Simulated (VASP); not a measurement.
FeO:

```
CELL_PARAMETERS angstrom
1.51882 0.87689 2.51958
-1.51882 0.87689 2.51958
0.00000 -1.75378 2.51958
ATOMIC_POSITIONS crystal
Fe 0.00000 0.00000 0.00000
O 0.50000 0.50000 0.50000
```

Program: VASP 6.6.1. Alike in all runs: task single point; spin collinear, ferromagnetic start; cell as given; k mesh 10 × 10 × 10; cutoff (eV) 520; smearing fermi-dirac 0.15 eV.

Q: Order these runs on this cell by their pressure, lowest first.
A. level LDA; potentials or basis VASP PAW LDA potentials, release 64 (Fe, O)
B. level BLYP; potentials or basis VASP PAW PBE potentials, release 64 (Fe, O)
C. level PBE; potentials or basis VASP PAW PBE potentials, release 64 (Fe, O)

A: A (-16.6 GPa), C (-0.7 GPa), B (6.3 GPa).

Caveats: a cell with one magnetic atom can't hold antiferromagnetic order, which such compounds often take; the cell stands under pressure (at least some runs); the PAW data sets were made with another functional, which shifts forces and pressure a little (at least some runs); the cell stands under tension (at least some runs).
